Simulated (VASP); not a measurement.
Input of a VASP 6.6.1 run:

File INCAR:

```
SYSTEM = Al7C6N7
PREC = Accurate
ENCUT = 520
EDIFF = 1E-6
ISMEAR = -1
SIGMA = 0.05
LREAL = Auto
LASPH = .TRUE.
NELM = 80
ALGO = Normal
ISIF = 2
LWAVE = .FALSE.
LCHARG = .TRUE.
GGA = PE
LELF = .TRUE.
LVHAR = .TRUE.
ISYM = 0
NBANDS = 56
```

File KPOINTS:

```
Automatic mesh
0
Gamma
  1 1 1
  0.25 0.25 0.25
```

File POSCAR:

```
Al7C6N7
1.0
    5.8984000000      0.2046430000     -0.2479320000
    0.2046430000      6.1394710000      0.1573230000
   -0.2479320000      0.1573230000      6.0818960000
C Al N
6 7 7
Direct
    0.9121597158      0.2069915461      0.1302181181
    1.0279616605      0.4885179490      0.6369320490
    0.4836995824      0.0028042290      0.9522751516
    0.4596268144      0.2553847969      0.6011265719
    0.9936908196      0.9727674762      0.1517350929
    0.9369342221     -0.0190752239      0.6276688959
    0.3094163452      0.0204191813      0.2147565178
    0.3989969700      0.7749346956      0.7157756505
    0.6638265550      0.2579890662      0.8999774464
    0.7889263696      0.2091129145      0.4236193486
    0.6042163301      0.7186083831      0.1490883659
    0.1521938774      0.5840763879      0.2954338717
    0.2718064605      0.3311734247      0.8795095021
    0.9209399881      0.7724606228      0.1963888680
    0.0891977877      0.8696210415      0.7167936766
    0.4063788793      0.7354712778      0.3871514377
    0.1158384022      0.3356495263      0.1354789125
    0.4768843711      0.1754000263      0.4149652407
    0.8433033974      0.4816670061      0.5333056664
    0.4852713626      0.5354381627      0.9219474587
```

Potentials or basis: VASP PAW PBE potentials, release 64 (C, Al, N).

Launch:

```sh
$ cat potpaw_PBE.64/C/POTCAR potpaw_PBE.64/Al/POTCAR potpaw_PBE.64/N/POTCAR > POTCAR
$ mpirun -np 1 vasp_std > vasp.out
```

(1) Predict the pressure.

(2) What does it give for the largest force?

Answers

(1) 6.5 GPa.

(2) 2.852 eV/Å.

Caveat: the k points lie up to 1.07 Å⁻¹ apart.
